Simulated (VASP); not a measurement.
# Cs3Rh in VASP: a series of runs

Runs on Cs3Rh. Level: PBE. Tasks: single point.

Program: VASP 6.6.1. These are calculated values, not measurements. Logs are shortened: lines on timing, memory, paths and dates and some standing lists are left out, and cuts for length are marked.

## 1. The cell of the first run

Symmetry: P4/mmm, No. 123, tetragonal system. The conventional cell has a = 5.243 Å, b = 5.243 Å, c = 5.189 Å, α = 90.00°, β = 90.00°, γ = 90.00°. Cs (site symmetry mmm) has 8 Cs at 3.69 to 3.71 Å and 4 Rh at 3.69 Å within 4.8 Å. Cs (site symmetry 4/mmm) has 8 Cs at 3.69 Å and 4 Rh at 3.71 Å within 4.8 Å. Within 4.8 Å of Rh (site symmetry 4/mmm) lie 12 Cs at 3.69 to 3.71 Å.

## 2. Single point, PBE

INCAR reads:

```
SYSTEM = Cs3Rh
PREC = Accurate
ENCUT = 520
EDIFF = 1E-6
ISMEAR = 0
SIGMA = 0.1
LREAL = .FALSE.
LASPH = .TRUE.
NELM = 60
ALGO = Fast
ISIF = 2
LWAVE = .FALSE.
LCHARG = .FALSE.
GGA = PE
NBANDS = 29
```

KPOINTS reads:

```
regular mesh
0
G
  4 4 4
  0 0 0
```

POSCAR reads:

```
Cs3Rh
1.0
    5.2429612560      0.0000000000      0.0000000000
    0.0000000000      5.2429612560      0.0000000000
    0.0000000000      0.0000000000      5.1890709320
Cs Rh
3 1
Direct
    0.0000000000      0.5000000000      0.5000000000
    0.5000000000      0.0000000000      0.5000000000
    0.5000000000      0.5000000000      0.0000000000
    0.0000000000      0.0000000000      0.0000000000
```

Potentials or basis: VASP PAW PBE potentials, release 64 (Cs_sv, Rh_pv).

The run is started by

```bash
$ cat potpaw_PBE.64/Cs_sv/POTCAR potpaw_PBE.64/Rh_pv/POTCAR > POTCAR
$ mpirun -np 1 vasp_std > vasp.out
```

OUTCAR:

```text
SYSTEM = Cs3Rh
   PREC = Accurate
   ENCUT = 520
   EDIFF = 1E-6
   ISMEAR = 0
   LREAL = .FALSE.
   LASPH = .TRUE.
   NELM = 60
   ISIF = 2
   GGA = PE

 ion  position               nearest neighbor table
   1  0.000  0.500  0.500-
   2  0.500  0.000  0.500-
   3  0.500  0.500  0.000-
   4  0.000  0.000  0.000-

  LATTYP: Found a simple tetragonal cell.
 ALAT       =     5.2429612560
 C/A-ratio  =     0.9897213957

  Lattice vectors:

 A1 = (   5.2429612560,   0.0000000000,   0.0000000000)
 A2 = (   0.0000000000,   5.2429612560,   0.0000000000)
 A3 = (   0.0000000000,   0.0000000000,   5.1890709320)

Analysis of symmetry for initial positions (statically):
=====================================================================
 Subroutine PRICEL returns:
 Original cell was already a primitive cell.

 Routine SETGRP: Setting up the symmetry group for a
 simple tetragonal supercell.

 Subroutine GETGRP returns: Found 16 space group operations
 (whereof 16 operations were pure point group operations)
 out of a pool of 16 trial point group operations.

The static configuration has the point symmetry D_4h.

Analysis of symmetry for dynamics (positions and initial velocities):
=====================================================================
 Subroutine PRICEL returns:
 Original cell was already a primitive cell.

 Routine SETGRP: Setting up the symmetry group for a
 simple tetragonal supercell.

 Subroutine GETGRP returns: Found 16 space group operations
 (whereof 16 operations were pure point group operations)
 out of a pool of 16 trial point group operations.

The dynamic configuration has the point symmetry D_4h.

 Subroutine INISYM returns: Found 16 space group operations
 (whereof 16 operations are pure point group operations),
 and found     1 'primitive' translations

----------------------------------------------------------------------------------------

                                     Primitive cell

  volume of cell :     142.6405

  direct lattice vectors                    reciprocal lattice vectors
     5.242961256  0.000000000  0.000000000     0.190731907  0.000000000  0.000000000
     0.000000000  5.242961256  0.000000000     0.000000000  0.190731907  0.000000000
     0.000000000  0.000000000  5.189070932     0.000000000  0.000000000  0.192712725

  length of vectors
     5.242961256  5.242961256  5.189070932     0.190731907  0.190731907  0.192712725

  position of ions in fractional coordinates (direct lattice)
     0.000000000  0.500000000  0.500000000
     0.500000000  0.000000000  0.500000000
     0.500000000  0.500000000  0.000000000
     0.000000000  0.000000000  0.000000000

  ion indices of the primitive-cell ions
   primitive index   ion index
                 1           1
                 2           2
                 3           3
                 4           4

----------------------------------------------------------------------------------------

 KPOINTS: regular mesh

Automatic generation of k-mesh.
 Grid dimensions read from file:
 generate k-points for:    4    4    4

 Generating k-lattice:

  Cartesian coordinates                     Fractional coordinates (reciprocal lattice)
     0.047682977  0.000000000  0.000000000     0.250000000  0.000000000  0.000000000
     0.000000000  0.047682977  0.000000000     0.000000000  0.250000000  0.000000000
     0.000000000  0.000000000  0.048178181     0.000000000  0.000000000  0.250000000

  Length of vectors
     0.047682977  0.047682977  0.048178181

  Shift w.r.t. Gamma in fractional coordinates (k-lattice)
     0.000000000  0.000000000  0.000000000

 Subroutine IBZKPT returns following result:
 ===========================================

 Found     18 irreducible k-points:

 Following reciprocal coordinates:
            Coordinates               Weight
  0.000000  0.000000  0.000000      1.000000
  0.250000  0.000000  0.000000      4.000000
  0.500000  0.000000  0.000000      2.000000
  0.250000  0.250000  0.000000      4.000000
  0.500000  0.250000  0.000000      4.000000
  0.500000  0.500000  0.000000      1.000000
[... 10 lines left out ...]
  0.500000  0.250000  0.500000      4.000000
  0.500000  0.500000  0.500000      1.000000
   k-points           NKPTS =     18   k-points in BZ     NKDIM =     18   number of bands    NBANDS=     29
   number of dos      NEDOS =    301   number of ions     NIONS =      4
   total plane-waves  NPLWV =  64000
   dimension x,y,z NGX =    40 NGY =   40 NGZ =   40
   dimension x,y,z NGXF=    80 NGYF=   80 NGZF=   80
   ions per type =               3   1
   NGX,Y,Z   is equivalent  to a cutoff of  12.68, 12.68, 12.82 a.u.
   NGXF,Y,Z  is equivalent  to a cutoff of  25.37, 25.37, 25.63 a.u.
 SYSTEM =  Cs3Rh
   PREC   = accura    normal or accurate (medium, high low for compatibility)
   ISTART =      0    job   : 0-new  1-cont  2-samecut
   ICHARG =      2    charge: 1-file 2-atom 10-const
   ISPIN  =      1    spin polarized calculation?
   LNONCOLLINEAR =      F non collinear calculations
   LSORBIT =      F    spin-orbit coupling
   LASPH  =      T    aspherical Exc in radial PAW
   ENCUT  =  520.0 eV  38.22 Ry    6.18 a.u.   9.75  9.75  9.65*2*pi/ulx,y,z
   NELM   =     60;   NELMIN=  2; NELMDL= -5     # of ELM steps
   EDIFF  = 0.1E-05   stopping-criterion for ELM
   LREAL  =      F    real-space projection
   EDIFFG = 0.1E-04   stopping-criterion for IOM
   NSW    =      0    number of steps for IOM
   IBRION =     -1    ionic relax: 0-MD 1-quasi-New 2-CG
   NFREE  =      0    steps in history (QN), initial steepest desc. (CG)
   ISIF   =      2    stress and relaxation
   ISYM   =      2    0-nonsym 1-usesym 2-fastsym
   POTIM  = 0.5000    time-step for ionic-motion
   TEBEG  =    0.0;   TEEND  =   0.0 temperature during run
   PSTRESS=    0.0 pullay stress
   NELECT =      42.0000    total number of electrons
   NUPDOWN=      -1.0000    fix difference up-down
   EMIN   =  10.00;   EMAX   =-10.00  energy-range for DOS
   EFERMI =   0.00;   METHOD = LEGACY
   ISMEAR =     0;   SIGMA  =   0.10  broadening in eV -4-tet -1-fermi 0-gaus
   EFERMI_NEDOS =   21; number of points for ismear=-14 and -15
   IALGO  =     68    algorithm
   IMIX   =      4    mixing-type and parameters
     AMIX     =   0.40;   BMIX     =  1.00
     AMIX_MAG =   1.60;   BMIX_MAG =  1.00
  volume/ion in A,a.u.               =      35.66       240.65
  Fermi-wavevector in a.u.,A,eV,Ry     =   1.089123  2.058144 16.139082  1.186189
  Thomas-Fermi vector in A             =   2.225320
   LORBIT       =      0    0 simple, 1 ext, 2 COOP (PROOUT), +10 PAW based schemes
   GGA     = PE    functional components
   LHFCALC =     F    Hartree Fock is set to
   AEXX    =    0.0000 exact exchange contribution
   IVDW    =     0    specifies the selected vdW correction
   LEPSILON=     F    determine dielectric tensor
   LRPA    =     F    only Hartree local field effects (RPA)
 non-spin polarized calculation
 RMM-DIIS sequential band-by-band and
 Gauss-broadening in eV      SIGMA  =   0.10
  energy-cutoff  :      520.00
  volume of cell :      142.64
 maximum number of plane-waves:      3872
 NGX is ok and might be reduce to    40
   NGX = 19   NGY = 19   NGZ = 19

 number of electron      41.9999989 magnetization

 Free energy of the ion-electron system (eV)
  ---------------------------------------------------
  ext. energy  EPLUGINS =         0.00000000
  ---------------------------------------------------
  free energy    TOTEN  =        -6.65877447 eV

  energy without entropy =       -6.62681998  energy(sigma->0) =       -6.64279723

 E-fermi :   4.1663     XC(G=0):  -9.2238

 val. band max:        4.1655898298   @ k =   0.5000   0.5000   0.0000
 cond. band min:       4.2045110989   @ k =   0.5000   0.0000   0.0000
 fundamental gap:      0.0389212692
 Fermi energy:         4.1663067422

 k-point     1 :       0.0000    0.0000    0.0000
  band No.  band energies     occupation
      1     -40.0195      2.00000
      2     -40.0195      2.00000
      3     -40.0181      2.00000
      4     -19.4514      2.00000
      5     -18.8148      2.00000
      6     -18.8021      2.00000
[... 21 lines left out ...]
     28       8.9969      0.00000
     29       9.0254      0.00000

 k-point     2 :       0.2500    0.0000    0.0000
  band No.  band energies     occupation
      1     -40.0196      2.00000
      2     -40.0195      2.00000
      3     -40.0181      2.00000
      4     -19.3765      2.00000
      5     -18.8900      2.00000
      6     -18.8090      2.00000
[... 21 lines left out ...]
     28       8.1788      0.00000
     29       8.3057      0.00000

 k-point     3 :       0.5000    0.0000    0.0000
  band No.  band energies     occupation
      1     -40.0196      2.00000
      2     -40.0195      2.00000
      3     -40.0181      2.00000
      4     -19.2575      2.00000
      5     -19.0182      2.00000
      6     -18.8071      2.00000
[... 21 lines left out ...]
     28       8.3877      0.00000
     29       8.4748      0.00000

 k-point     4 :       0.2500    0.2500    0.0000
  band No.  band energies     occupation
      1     -40.0196      2.00000
      2     -40.0196      2.00000
      3     -40.0181      2.00000
      4     -19.3077      2.00000
      5     -18.9090      2.00000
      6     -18.8619      2.00000
[... 21 lines left out ...]
     28       7.1634      0.00000
     29       8.4336      0.00000

 k-point     5 :       0.5000    0.2500    0.0000
  band No.  band energies     occupation
      1     -40.0196      2.00000
      2     -40.0196      2.00000
      3     -40.0181      2.00000
      4     -19.1936      2.00000
      5     -19.0146      2.00000
      6     -18.8733      2.00000
[... 21 lines left out ...]
     28       7.2769      0.00000
     29       8.4515      0.00000
[... 318 lines left out ...]
     28       7.4052      0.00000
     29       8.5532      0.00000

 k-point    16 :       0.2500    0.2500    0.5000
  band No.  band energies     occupation
      1     -40.0196      2.00000
      2     -40.0196      2.00000
      3     -40.0181      2.00000
      4     -19.1177      2.00000
      5     -19.0522      2.00000
      6     -18.9031      2.00000
[... 21 lines left out ...]
     28       7.5430      0.00000
     29       7.6273      0.00000

 k-point    17 :       0.5000    0.2500    0.5000
  band No.  band energies     occupation
      1     -40.0196      2.00000
      2     -40.0196      2.00000
      3     -40.0181      2.00000
      4     -19.0489      2.00000
      5     -19.0101      2.00000
      6     -19.0073      2.00000
[... 21 lines left out ...]
     28       7.9794      0.00000
     29       8.0135      0.00000

 k-point    18 :       0.5000    0.5000    0.5000
  band No.  band energies     occupation
      1     -40.0196      2.00000
      2     -40.0196      2.00000
      3     -40.0181      2.00000
      4     -19.0460      2.00000
      5     -19.0045      2.00000
      6     -19.0045      2.00000
[... 21 lines left out ...]
     28       8.0130      0.00000
     29       8.0156      0.00000

------------------------ aborting loop because EDIFF is reached ----------------------------------------

  FORCE on cell =-STRESS in cart. coord.  units (eV):
  Direction    XX          YY          ZZ          XY          YZ          ZX
  --------------------------------------------------------------------------------------
  -------------------------------------------------------------------------------------
  Total        2.2862176      2.2862176      2.4382885      0.0000000      0.0000000      0.0000000
  in kB       25.6794219     25.6794219     27.3875241      0.0000000      0.0000000      0.0000000
  external PRESSURE =      26.2487893 kB  Pullay stress =       0.0000000 kB

 VOLUME and BASIS-vectors are now :
 -----------------------------------------------------------------------------
  energy-cutoff  :      520.00
  volume of cell :      142.64
      direct lattice vectors                 reciprocal lattice vectors
     5.242961256  0.000000000  0.000000000     0.190731907  0.000000000  0.000000000
     0.000000000  5.242961256  0.000000000     0.000000000  0.190731907  0.000000000
     0.000000000  0.000000000  5.189070932     0.000000000  0.000000000  0.192712725

 POSITION                                       TOTAL-FORCE (eV/Angst)
 -----------------------------------------------------------------------------------
      0.00000      2.62148      2.59454         0.000000      0.000000      0.000000
      2.62148      0.00000      2.59454         0.000000      0.000000      0.000000
      2.62148      2.62148      0.00000         0.000000      0.000000      0.000000
      0.00000      0.00000      0.00000         0.000000      0.000000      0.000000
 -----------------------------------------------------------------------------------
    total drift:                               -0.000000     -0.000000     -0.000000

  FREE ENERGIE OF THE ION-ELECTRON SYSTEM (eV)
  ---------------------------------------------------
  free  energy   TOTEN  =        -6.6587744725 eV

  energy  without entropy=       -6.6268199834  energy(sigma->0) =       -6.64279723
```

Wall time 2.2 min (1 thread of Oxide Virtual Turin-like, shared host); peak memory 0.23 GiB.

Results:

```yaml
Free_energy: -6.6588 eV
Pressure: 2.6 GPa
Band_gap_on_the_k_mesh: zero (bands 21 and 22 overlap by 0.83 eV)
```

Stress tensor (GPa, compression positive):
```
2.57 0.00 0.00
0.00 2.57 0.00
0.00 0.00 2.74
```

Levels at points of the mesh, in eV from the Fermi level:
```csv
k point,band 18,band 19,band 20,band 21,band 22,band 23,band 24,band 25
"(0.00, 0.00, 0.00)",-0.99,-0.98,-0.76,-0.75,-0.75,1.77,1.77,1.79
"(0.50, 0.00, 0.00)",-0.42,-0.16,-0.15,0.04,0.08,0.49,1.55,2.10
"(0.50, 0.50, 0.00)",-0.16,-0.16,-0.10,0.00,1.28,1.67,1.67,2.13
"(0.00, 0.00, 0.50)",-0.40,-0.15,-0.15,0.08,0.11,0.55,1.56,2.12
"(0.50, 0.00, 0.50)",-0.17,-0.16,-0.10,-0.01,1.20,1.69,1.70,2.13
"(0.50, 0.50, 0.50)",-0.68,-0.68,-0.22,-0.21,1.44,1.44,1.53,3.79
```

Caveat: spin-orbit coupling is left out, which moves the levels of the heavy elements.

## 3. Single point, PBE

This run uses another cell than the first one, of 44.25 Å³/atom.

INCAR reads:

```
ALGO = Fast ; EDIFF = 1E-6
ENCUT = 520 ; GGA = PE
ISIF = 2 ; ISMEAR = 0
LASPH = True ; LCHARG = False
LREAL = False ; LWAVE = False
NBANDS = 29 ; NELM = 60
PREC = Accurate ; SIGMA = 0.1
```

KPOINTS reads:

```
k-points
0
Gamma
  8 8 8
```

POSCAR reads:

```
Cs3Rh
1.0
    5.6144901485      0.0000000000      0.0000000000
    0.0000000000      5.6144901485      0.0000000000
    0.0000000000      0.0000000000      5.6153081524
Cs Rh
3 1
Direct
    0.0000000000      0.5000000000      0.5000000000
    0.5000000000      0.0000000000      0.5000000000
    0.5000000000      0.5000000000      0.0000000000
    0.0000000000      0.0000000000      0.0000000000
```

Potentials or basis: VASP PAW PBE potentials, release 64 (Cs_sv, Rh_pv).

The run is started by

```bash
$ cat potpaw_PBE.64/Cs_sv/POTCAR potpaw_PBE.64/Rh_pv/POTCAR > POTCAR
$ mpirun -np 1 vasp_std > vasp.out
```

Wall time 12 min (1 thread of Oxide Virtual Turin-like, shared host); peak memory 0.45 GiB.

Results (log left out):

```
Free energy            : -6.9450 eV
Pressure               : 0.1 GPa
Band gap on the k mesh : zero (bands 21 and 22 overlap by 0.44 eV)
```

Levels at points of the mesh, in eV from the Fermi level:
```
           k point  band 18  band 19  band 20  band 21  band 22  band 23  band 24  band 25
(0.00, 0.00, 0.00)    -0.61    -0.61    -0.41    -0.41    -0.41     1.84     1.84     1.84
(0.50, 0.00, 0.00)    -0.27    -0.08    -0.08     0.03     0.03     0.43     1.78     2.01
(0.50, 0.50, 0.00)    -0.13    -0.09    -0.09    -0.02     1.19     1.19     1.46     1.70
(0.00, 0.00, 0.50)    -0.27    -0.08    -0.08     0.03     0.03     0.43     1.78     2.01
(0.50, 0.00, 0.50)    -0.13    -0.09    -0.09    -0.02     1.19     1.19     1.47     1.70
(0.50, 0.50, 0.50)    -0.47    -0.47    -0.08    -0.08     1.34     1.34     1.34     3.04
```

Caveat: spin-orbit coupling is left out, which moves the levels of the heavy elements.

## 4. Single point, PBE

This run uses another cell than the first one, of 44.25 Å³/atom.

INCAR reads:

```
PREC = Accurate ; ENCUT = 520
EDIFF = 1E-6 ; ISMEAR = 0
SIGMA = 0.1 ; LREAL = False
LASPH = True ; NELM = 100
ALGO = Fast ; ISIF = 2
LWAVE = False ; LCHARG = True
GGA = PE ; LELF = True
LVHAR = True ; NBANDS = 29
```

KPOINTS reads:

```
regular mesh
0
Gamma
  10 10 10
```

POSCAR is that of step 3.

The run is started by

```bash
$ cat potpaw_PBE.64/Cs_sv/POTCAR potpaw_PBE.64/Rh_pv/POTCAR > POTCAR
$ mpirun -np 1 vasp_std > vasp.out
```

Run time: 21 min. Hardware: 1 thread of Oxide Virtual Turin-like, shared host; peak memory 0.62 GiB.

The run converged. Its results:

| Property | Result |
| --- | --- |
| Free energy | -6.9456 eV |
| Pressure | 0.1 GPa |
| Band gap on the k mesh | zero (bands 21 and 22 overlap by 0.44 eV) |

Levels at points of the mesh, in eV from the Fermi level:
```
           k point  band 19  band 20  band 21  band 22  band 23  band 24
(0.00, 0.00, 0.00)    -0.61    -0.41    -0.41    -0.41     1.84     1.84
(0.50, 0.00, 0.00)    -0.08    -0.08     0.03     0.03     0.44     1.79
(0.50, 0.50, 0.00)    -0.09    -0.09    -0.01     1.19     1.19     1.47
(0.00, 0.00, 0.50)    -0.08    -0.08     0.03     0.03     0.44     1.79
(0.50, 0.00, 0.50)    -0.09    -0.09    -0.01     1.19     1.19     1.47
(0.50, 0.50, 0.50)    -0.47    -0.08    -0.08     1.34     1.34     1.34
```

Caveat: spin-orbit coupling is left out, which moves the levels of the heavy elements.

## 5. Overview

| cell | k mesh | gap on the mesh (eV) | pressure (GPa) |
| --- | --- | --- | --- |
| a = 5.243, b = 5.243, c = 5.189 Å, 4 atoms | 4 × 4 × 4 | none | 2.6 |
| a = 5.614, b = 5.614, c = 5.615 Å, 4 atoms | 8 × 8 × 8 | none | 0.1 |
| a = 5.614, b = 5.614, c = 5.615 Å, 4 atoms | 10 × 10 × 10 | none | 0.1 |

Alike in all rows: task single point; level PBE; potentials or basis VASP PAW PBE potentials, release 64 (Cs_sv, Rh_pv); no spin polarisation; cutoff (eV) 520; smearing gaussian 0.1 eV.

Caveats: spin-orbit coupling is left out, which moves the levels of the heavy elements.

Absolute energies hang on the potentials; compare differences alone.
